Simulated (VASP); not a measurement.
# Se (P6_3/mmc) in VASP: further runs, part 2 of 2

VASP 6.6.1. Earlier steps stand in the parts before.

### Step 4. Relaxation of cell and atoms, PBE

This run uses another cell than the first one, of 28.77 Å³/atom.

Input file INCAR:

```
SYSTEM = Se
ALGO = Normal
EDIFF = 1E-6
EDIFFG = -0.04
ENCUT = 600
GGA = PE
IBRION = 2
ISIF = 3
ISMEAR = 0
LASPH = .True.
LCHARG = .False.
LREAL = .False.
LWAVE = .False.
NELM = 80
NSW = 90
PREC = Accurate
SIGMA = 0.1
```

Input file KPOINTS:

```
k-points
0
Gamma
  6 6 4
  0 0 0
```

Input file POSCAR:

```
Se
1.0
    3.4466147851      0.0000000000      0.0000000000
   -1.7233073925      2.9848559609      0.0000000000
    0.0000000000      0.0000000000      5.5940383272
Se
2
Direct
    0.3333333333      0.6666666667      0.2500000000
    0.6666666667      0.3333333333      0.7500000000
```

Potentials or basis: VASP PAW PBE potentials, release 64 (Se).

On the command line:

```bash
> cat potpaw_PBE.64/Se/POTCAR > POTCAR
> mpirun -np 1 vasp_std > vasp.out
```

OUTCAR:

```text
SYSTEM = Se
   EDIFF = 1E-6
   EDIFFG = -0.04
   ENCUT = 600
   GGA = PE
   IBRION = 2
   ISIF = 3
   ISMEAR = 0
   LASPH = .True.
   LREAL = .False.
   NELM = 80
   NSW = 90
   PREC = Accurate

 ion  position               nearest neighbor table
   1  0.333  0.667  0.250-
   2  0.667  0.333  0.750-

  LATTYP: Found a hexagonal cell.
 ALAT       =     3.4466147851
 C/A-ratio  =     1.6230529595

  Lattice vectors:

 A1 = (   3.4466147851,   0.0000000000,   0.0000000000)
 A2 = (  -1.7233073925,   2.9848559609,   0.0000000000)
 A3 = (   0.0000000000,   0.0000000000,   5.5940383272)

Analysis of symmetry for initial positions (statically):
=====================================================================
 Subroutine PRICEL returns:
 Original cell was already a primitive cell.

 Routine SETGRP: Setting up the symmetry group for a
 hexagonal supercell.

 Subroutine GETGRP returns: Found 24 space group operations
 (whereof 12 operations were pure point group operations)
 out of a pool of 24 trial point group operations.

The static configuration has the point symmetry D_3d.
 The point group associated with its full space group is D_6h.

Analysis of symmetry for dynamics (positions and initial velocities):
=====================================================================
 Subroutine PRICEL returns:
 Original cell was already a primitive cell.

 Routine SETGRP: Setting up the symmetry group for a
 hexagonal supercell.

 Subroutine GETGRP returns: Found 24 space group operations
 (whereof 12 operations were pure point group operations)
 out of a pool of 24 trial point group operations.

The dynamic configuration has the point symmetry D_3d.
 The point group associated with its full space group is D_6h.

 Subroutine INISYM returns: Found 24 space group operations
 (whereof 12 operations are pure point group operations),
 and found     1 'primitive' translations

----------------------------------------------------------------------------------------

                                     Primitive cell

  volume of cell :      57.5495
[... 94 lines left out ...]
   TEBEG  =    0.0;   TEEND  =   0.0 temperature during run
   PSTRESS=    0.0 pullay stress
   NELECT =      12.0000    total number of electrons
   NUPDOWN=      -1.0000    fix difference up-down
   EMIN   =  10.00;   EMAX   =-10.00  energy-range for DOS
   EFERMI =   0.00;   METHOD = LEGACY
   ISMEAR =     0;   SIGMA  =   0.10  broadening in eV -4-tet -1-fermi 0-gaus
   EFERMI_NEDOS =   21; number of points for ismear=-14 and -15
   IALGO  =     38    algorithm
   IMIX   =      4    mixing-type and parameters
     AMIX     =   0.40;   BMIX     =  1.00
     AMIX_MAG =   1.60;   BMIX_MAG =  1.00
  volume/ion in A,a.u.               =      28.77       194.18
  Fermi-wavevector in a.u.,A,eV,Ry     =   0.970781  1.834511 12.822352  0.942416
  Thomas-Fermi vector in A             =   2.100945
   LORBIT       =      0    0 simple, 1 ext, 2 COOP (PROOUT), +10 PAW based schemes
   GGA     = PE    functional components
   LHFCALC =     F    Hartree Fock is set to
   AEXX    =    0.0000 exact exchange contribution
   IVDW    =     0    specifies the selected vdW correction
   LEPSILON=     F    determine dielectric tensor
   LRPA    =     F    only Hartree local field effects (RPA)
 conjugate gradient relaxation of ions
 non-spin polarized calculation
 Gauss-broadening in eV      SIGMA  =   0.10
  energy-cutoff  :      600.00
  volume of cell :       57.55
 maximum number of plane-waves:      1935
 NGX is ok and might be reduce to    28
   NGX = 13   NGY = 13   NGZ = 23

--------------------------------------- Ionic step        1  -------------------------------------------

 number of electron      12.0000001 magnetization

 Free energy of the ion-electron system (eV)
  ---------------------------------------------------
  ext. energy  EPLUGINS =         0.00000000
  ---------------------------------------------------
  free energy    TOTEN  =        -4.78643678 eV

  energy without entropy =       -4.77022006  energy(sigma->0) =       -4.77832842

 E-fermi :   1.7661     XC(G=0):  -9.0460

 val. band max:        1.7192050496   @ k =   0.3333   0.3333   0.2500
 cond. band min:       1.7665909925   @ k =   0.3333   0.1667   0.0000
 fundamental gap:      0.0473859429
 Fermi energy:         1.7661067772
[... 645 lines left out ...]
 k-point    21 :       0.3333    0.3333    0.5000
  band No.  band energies     occupation
      1      -7.2832      2.00000
      2      -7.2832      2.00000
      3      -0.9706      2.00000
      4      -0.9706      2.00000
      5       1.6455      2.00000
      6       1.6455      2.00000
      7       9.1368      0.00000
      8       9.1368      0.00000
      9      15.7298      0.00000
     10      15.7298      0.00000

[... ionic steps 4 to 13 ...]

--------------------------------------- Ionic step       14  -------------------------------------------

 number of electron      12.0000001 magnetization

------------------------ aborting loop because EDIFF is reached ----------------------------------------
[... 67 lines left out ...]
--------------------------------------- Ionic step       16  -------------------------------------------

 number of electron      12.0000001 magnetization

 Free energy of the ion-electron system (eV)
  ---------------------------------------------------
  ext. energy  EPLUGINS =         0.00000000
  ---------------------------------------------------
  free energy    TOTEN  =        -6.23109105 eV

  energy without entropy =       -6.22446066  energy(sigma->0) =       -6.22777585

 E-fermi :   4.6633     XC(G=0): -10.1045

 val. band max:        4.5977535689   @ k =   0.3333   0.1667   0.2500
 cond. band min:       4.7866092432   @ k =   0.1667   0.1667   0.0000
 fundamental gap:      0.1888556743
 Fermi energy:         4.6633394025
[... 300 lines left out ...]
  FREE ENERGIE OF THE ION-ELECTRON SYSTEM (eV)
  ---------------------------------------------------
  free  energy   TOTEN  =        -6.2310910474 eV

  energy  without entropy=       -6.2244606600  energy(sigma->0) =       -6.22777585

 reached required accuracy - stopping structural energy minimisation
```

Wall time 66 s (1 thread of Intel Xeon 6975P-C (Granite Rapids), shared host); peak memory 0.21 GiB.

Results:

- Free energy: -6.2311 eV
- Relaxed volume: 22.02 Å³/atom
- Relaxed cell: a = 3.608 Å, b = 3.608 Å, c = 3.906 Å, α = 90.00°, β = 90.00°, γ = 120.00°
- Space group after relaxing (to 0.1 Å): P6_3/mmc (No. 194)
- Energy gained by relaxing: 722.3 meV/atom
- Ionic steps: 16
- Pressure after relaxing: -0.1 GPa
- Band gap on the k mesh: zero (bands 6 and 7 overlap by 2.66 eV)

Stress tensor (GPa, compression positive):
```
-0.27  0.00  0.00
 0.00 -0.27  0.00
 0.00  0.00  0.14
```

Step by step:
| step | energy change (eV) | largest force (eV/Å) | pressure (GPa) | volume (Å³) |
| --- | --- | --- | --- | --- |
| 1 | 0.0000 | 0.0000 | -10.41 | 57.55 |
| 2 | -0.7857 | 0.0000 | -3.23 | 43.31 |
| 3 | -0.8238 | 0.0000 | 0.58 | 40.84 |
| 4 | -0.8241 | 0.0000 | 1.13 | 40.54 |
| 5 | -1.0254 | 0.0000 | 1.81 | 39.96 |
| 6 | -1.2218 | 0.0000 | 13.35 | 37.39 |
| 7 | -1.2476 | 0.0000 | 8.53 | 38.26 |
| 8 | -1.2592 | 0.0000 | 10.28 | 37.90 |
| 9 | -1.3043 | 0.0000 | 9.41 | 38.49 |
| 10 | -1.3412 | 0.0000 | 8.65 | 39.47 |
| 11 | -1.3182 | 0.0000 | 7.29 | 41.31 |
| 12 | -1.3498 | 0.0000 | 7.96 | 40.31 |
| 13 | -1.4024 | 0.0000 | 5.00 | 41.47 |
| 14 | -1.4441 | 0.0000 | 0.48 | 43.67 |
| 15 | -1.4447 | 0.0000 | -0.02 | 43.96 |
| 16 | -1.4447 | 0.0000 | -0.14 | 44.04 |

Final structure:
```cif
data_structure
_symmetry_space_group_name_H-M 'P 1'
_symmetry_Int_Tables_number 1
_cell_length_a 3.6079
_cell_length_b 3.6079
_cell_length_c 3.9063
_cell_angle_alpha 90.000
_cell_angle_beta 90.000
_cell_angle_gamma 120.000
_cell_volume 44.04
loop_
_atom_site_label
_atom_site_type_symbol
_atom_site_fract_x
_atom_site_fract_y
_atom_site_fract_z
_atom_site_occupancy
Se1 Se 0.33333 0.66667 0.25000 1
Se2 Se 0.66667 0.33333 0.75000 1
```

Levels at points of the mesh, in eV from the Fermi level:
| k point | band 2 | band 3 | band 4 | band 5 | band 6 | band 7 | band 8 | band 9 | band 10 |
| --- | --- | --- | --- | --- | --- | --- | --- | --- | --- |
| (0.00, 0.00, 0.00) | -10.15 | -4.88 | -1.90 | -1.90 | 1.09 | 1.09 | 3.62 | 4.46 | 7.57 |
| (0.50, 0.00, 0.00) | -12.22 | -4.14 | -3.52 | -2.73 | -0.87 | -0.55 | 2.34 | 4.30 | 9.77 |
| (0.00, 0.00, 0.50) | -13.84 | -0.79 | -0.79 | -0.34 | -0.34 | -0.34 | -0.34 | 8.48 | 8.48 |
| (0.50, 0.00, 0.50) | -12.69 | -6.07 | -6.07 | -1.41 | -1.41 | 1.31 | 1.31 | 8.80 | 8.80 |

Caveat: the volume moved by over 15 % at a fixed basis, so the end points are rough.

### Step 5. Single point, PBE

This run uses another cell than the first one, of 22.41 Å³/atom.

Input file INCAR:

```
SYSTEM = Se
PREC     = Accurate       ! precision mode
ENCUT    = 520            ! plane-wave cutoff, eV
EDIFF    = 1E-6           ! SCF threshold, eV
ISMEAR   = 0              ! smearing method
SIGMA    = 0.1            ! smearing width, eV
LREAL    = .False.        ! projectors in reciprocal space
LASPH    = .True.         ! aspherical terms in the spheres
NELM     = 60             ! most SCF steps
ALGO     = Normal         ! electronic algorithm
ISIF     = 2              ! what is computed and relaxed
LWAVE    = .False.        ! write WAVECAR
LCHARG   = .False.        ! write CHGCAR
GGA      = PE             ! functional
NBANDS   = 13             ! bands
```

Input file KPOINTS:

```
regular mesh
0
Gamma
  18 18 14
  0 0 0
```

Input file POSCAR:

```
Se
1.0
    3.6850741043      0.0000000000      0.0000000000
   -1.8425370521      3.1913677892      0.0000000000
    0.0000000000      0.0000000000      3.8114171406
Se
2
Direct
    0.3333333333      0.6666666667      0.2500000000
    0.6666666667      0.3333333333      0.7500000000
```

On the command line:

```bash
> cat potpaw_PBE.64/Se/POTCAR > POTCAR
> mpirun -np 1 vasp_std > vasp.out
```

It took 41 s on 1 thread of Intel Xeon 6975P-C (Granite Rapids), shared host; peak memory 0.26 GiB.

It converged, with:

```
Free energy            : -6.2811 eV
Pressure               : 0.0 GPa
Band gap on the k mesh : zero (bands 6 and 7 overlap by 2.30 eV)
```

Levels at points of the mesh, in eV from the Fermi level:
| k point | band 4 | band 5 | band 6 | band 7 | band 8 | band 9 |
| --- | --- | --- | --- | --- | --- | --- |
| (0.00, 0.00, 0.00) | -2.36 | -2.36 | 0.78 | 0.78 | 3.30 | 4.20 |
| (0.50, 0.00, 0.00) | -3.88 | -2.65 | -0.67 | -0.56 | 2.25 | 4.20 |
| (0.00, 0.00, 0.50) | -1.14 | -0.69 | -0.69 | -0.69 | -0.69 | 8.08 |
| (0.50, 0.00, 0.50) | -6.15 | -1.66 | -1.66 | 1.12 | 1.12 | 8.82 |

### Step 6. Overview

| task | cell | k mesh | cutoff (eV) | gap on the mesh (eV) | pressure (GPa) |
| --- | --- | --- | --- | --- | --- |
| single point | a = 3.599, b = 3.599, c = 3.911 Å, angles 90.0, 90.0, 120.0°, 2 atoms | 6 × 6 × 4 | 520 | none | 0.0 |
| single point | a = 3.447, b = 3.447, c = 5.594 Å, angles 90.0, 90.0, 120.0°, 2 atoms | 6 × 6 × 4 | 520 | none | -10.4 |
| relaxation of cell and atoms | relaxed from a = 3.447, b = 3.447, c = 5.594 Å, angles 90.0, 90.0, 120.0°, 2 atoms | 6 × 6 × 4 | 600 | none | -0.1 |
| single point | a = 3.685, b = 3.685, c = 3.811 Å, angles 90.0, 90.0, 120.0°, 2 atoms | 18 × 18 × 14 | 520 | none | 0.0 |

Alike in all rows: level PBE; potentials or basis VASP PAW PBE potentials, release 64 (Se); no spin polarisation; smearing gaussian 0.1 eV.

Caveats: some runs use coarse meshes; the cell stands under tension (at least some runs); the volume moved by over 15 % at a fixed basis, so the end points are rough (at least some runs).

Absolute energies hang on the potentials; compare differences alone.
